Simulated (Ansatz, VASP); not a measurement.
## Ni in VASP and in Ansatz

The input INCAR:

```
SYSTEM = Ni
PREC     = Accurate       ! precision mode
ENCUT    = 520            ! plane-wave cutoff, eV
EDIFF    = 1E-6           ! SCF threshold, eV
ISMEAR   = -1             ! smearing method
SIGMA    = 0.05           ! smearing width, eV
LREAL    = .False.        ! projectors in reciprocal space
LASPH    = .True.         ! aspherical terms in the spheres
NELM     = 150            ! most SCF steps
ALGO     = Normal         ! electronic algorithm
ISIF     = 2              ! what is computed and relaxed
LWAVE    = .False.        ! write WAVECAR
LCHARG   = .False.        ! write CHGCAR
ISPIN    = 2              ! spin polarisation
MAGMOM   = 0.671 0.671    ! initial moments
LORBIT   = 11             ! projections on sites
LMAXMIX  = 4              ! l up to which the mixer works
GGA      = PS             ! functional
NBANDS   = 21             ! bands
```

Contents of KPOINTS:

```
regular mesh
0
Gamma
  17 17 9
  0 0 0
```

Contents of POSCAR:

```
Ni
1.0
    2.3804602202      0.0000000000      0.0000000000
   -1.1902301101      2.0615390234      0.0000000000
    0.0000000000      0.0000000000      3.9043478021
Ni
2
Direct
    0.3333333333      0.6666666667      0.2500000000
    0.6666666667      0.3333333333      0.7500000000
```

Input for Ansatz:

```yaml
crystal:
  lattice:
    - [2.3804602202, 0.0, 0.0]
    - [-1.1902301101, 2.0615390234, 0.0]
    - [0.0, 0.0, 3.9043478021]
  atoms:
    - { symbol: Ni, position: [0.3333333333, 0.6666666667, 0.25], spin: 0.671 }
    - { symbol: Ni, position: [0.6666666667, 0.3333333333, 0.75], spin: 0.671 }
hamiltonian:
  xc: pbesol
  pseudopotentials:
    kind: paw
    azcp:
      Ni: "pseudopotentials/Ni.paw.azcp"
basis:
  ecutwfc: 420
  fft_grid_basis: typed
kpoints:
  mp_grid: { grid: [17, 17, 9], shift: [0, 0, 0] }
magnetization:
  spin_polarized: true
scf:
  occupations: { method: fermi_dirac, width: 0.05 }
  lower_state_search: "off"
output:
  stress: true
```

Alike in both runs: task single point; functional PBEsol; k mesh 17 × 17 × 9; occupations fermi-dirac, width 0.05 eV; collinear spin.

|  | VASP | Ansatz |
| --- | --- | --- |
| version | VASP 6.6.1 | Ansatz 0.2.0 |
| potentials or method | VASP PAW PBE potentials, release 64 (Ni), cutoff 520 eV | plane waves (420 eV) with PAW, scalar-relativistic |
| valence electrons in the cell | 20 | 36 |

```tsv
	VASP	Ansatz	Ansatz less VASP
pressure (GPa)	22.9	23.4	+0.48
net moment per atom (μB)	0.60	0.62	+0.013
size of the moment on the site where the two differ most (μB)	0.60	0.65	+0.045
```

VASP's potentials were made for PBE, not for PBEsol, and Ansatz warns of the same on its side. Site moments also hang on the region over which each program counts them. VASP's potentials hold 20 valence electrons a cell and Ansatz's 36, so a difference there can come from the potentials and not from the codes.
